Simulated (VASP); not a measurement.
Set up this calculation in VASP 6.6.1, as the native input.

| Property | Result |
| --- | --- |
| Task | single point |
| Functional | LDA |
| Potentials or basis | VASP PAW LDA potentials, release 64 (W_sv, C) |
| Cutoff | 520 eV |
| k mesh | 15 × 15 × 12 |
| Occupations | fermi-dirac, width 0.15 eV |
| Spin | no spin polarisation |
| Dipole correction | no |
| Further INCAR settings | ALGO = Normal; EDIFF = 1e-07; NBANDS = 16 |

The structure of WC (dlda) lies in POSCAR:

```
WC
1.0
    2.8849619332      0.0000000000      0.0000000000
   -1.4424809666      2.4984503231      0.0000000000
    0.0000000000      0.0000000000      2.8115739432
W C
1 1
Direct
    0.0000000000      0.0000000000      0.0000000000
    0.6666666667      0.3333333333      0.5000000000
```

One way to write it, as run:

INCAR

```
ALGO = Normal ; EDIFF = 1E-7
ENCUT = 520 ; GGA = CA
ISIF = 2 ; ISMEAR = -1
LASPH = True ; LCHARG = True
LELF = True ; LREAL = False
LVHAR = True ; LWAVE = False
NBANDS = 16 ; NELM = 100
PREC = Accurate ; SIGMA = 0.15
```

KPOINTS

```
k-points
0
Gamma
  15 15 12
```

Potentials or basis: VASP PAW LDA potentials, release 64 (W_sv, C).

The run is started by

```bash
$ cat potpaw_LDA.64/W_sv/POTCAR potpaw_LDA.64/C/POTCAR > POTCAR
$ mpirun -np 1 vasp_std > vasp.out
```

Results of the run:

| Quantity | Value |
| --- | --- |
| Pressure | 2.6 GPa |
| Band gap on the k mesh | zero (band 9 reaches 11.94 eV, above the bottom of band 10 at 10.69 eV) |

Caveat: spin-orbit coupling is left out, which moves the levels of the heavy elements.

Run time: 16 s on 1 thread of Intel(R) Xeon(R) 6975P-C (Granite Rapids), on a shared host, peak memory 0.17 GiB.
